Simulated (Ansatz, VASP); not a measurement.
## Two plane-wave programs on Na4H

INCAR

```
  PREC = Accurate
  ENCUT = 400
  EDIFF = 1E-6
  ISMEAR = 0
  SIGMA = 0.1
  LREAL = F
  LASPH = T
  NELM = 120
  ALGO = Normal
  ISIF = 2
  LWAVE = F
  LCHARG = F
  LDIPOL = T
  IDIPOL = 3
  DIPOL = 0.5 0.5 0.289
  GGA = PE
  NBANDS = 40
  GGA_COMPAT = F
  NELMDL = -8
```

File KPOINTS:

```
Automatic mesh
0
Gamma
  4 4 1
```

The input POSCAR:

```
Na4H
1.0
    7.2665054626      0.0000000000      0.0000000000
   -2.4221684875      6.8509270508      0.0000000000
    0.0000000000      0.0000000000     20.9665384335
Na H
8 2
Direct
    0.2500000000      0.2500000000      0.1907801811
    0.2500000000      0.7500000000      0.1907801811
    0.7500000000      0.2500000000      0.1907801811
    0.7500000000      0.7500000000      0.1907801811
    0.0000000000      0.0000000000      0.3322693660
    0.0000000000      0.5000000000      0.3322693660
    0.5000000000      0.0000000000      0.3322693660
    0.5000000000      0.5000000000      0.3322693660
    0.0854033960      0.3333333333      0.3995193799
    0.2479299373      0.3333333333      0.3995193799
```

Input for Ansatz:

```yaml
crystal:
  lattice:
    - [7.2665054626, 0.0, 0.0]
    - [-2.4221684875, 6.8509270508, 0.0]
    - [0.0, 0.0, 20.9665384335]
  atoms:
    - { symbol: Na, position: [0.25, 0.25, 0.1907801811] }
    - { symbol: Na, position: [0.25, 0.75, 0.1907801811] }
    - { symbol: Na, position: [0.75, 0.25, 0.1907801811] }
    - { symbol: Na, position: [0.75, 0.75, 0.1907801811] }
    - { symbol: Na, position: [0.0, 0.0, 0.332269366] }
    - { symbol: Na, position: [0.0, 0.5, 0.332269366] }
    - { symbol: Na, position: [0.5, 0.0, 0.332269366] }
    - { symbol: Na, position: [0.5, 0.5, 0.332269366] }
    - { symbol: H, position: [0.085403396, 0.3333333333, 0.3995193799] }
    - { symbol: H, position: [0.2479299373, 0.3333333333, 0.3995193799] }
basis:
  ecutwfc: 420
kpoints:
  mp_grid: { grid: [4, 4, 1] }
hamiltonian:
  xc: pbe
scf:
  occupations: { method: gaussian, width: 0.1 }
output:
  forces: true
  eigenvalues: true
efield:
  axis: 3
  dipole_correction: true
  ramp_width: 0.04
```

Alike in both runs: task single point; functional PBE; k mesh 4 × 4 × 1; occupations gaussian, width 0.1 eV; no spin polarisation.

|  | VASP | Ansatz |
| --- | --- | --- |
| version | VASP 6.6.1 | Ansatz 0.2.0 |
| potentials or method | VASP PAW PBE potentials, release 64 (Na_pv, H), cutoff 400 eV | scalar-relativistic, plane waves, PAW |
| valence electrons in the cell | 58 | 74 |

```tsv
	VASP	Ansatz	Ansatz less VASP
gap on the k mesh at the Fermi level (eV)	none	none	-
rms of the force components (eV/Å)	0.576	0.573	-0.0033
```

Atom by atom the forces differ by 0.003 eV/Å (rms over components). A gap of «none» marks a metal or a gap that the smearing closes. The functional is the same, so the differences come from potentials, cutoffs and numerics. VASP's potentials hold 58 valence electrons a cell and Ansatz's 74, so a difference there can come from the potentials and not from the codes.
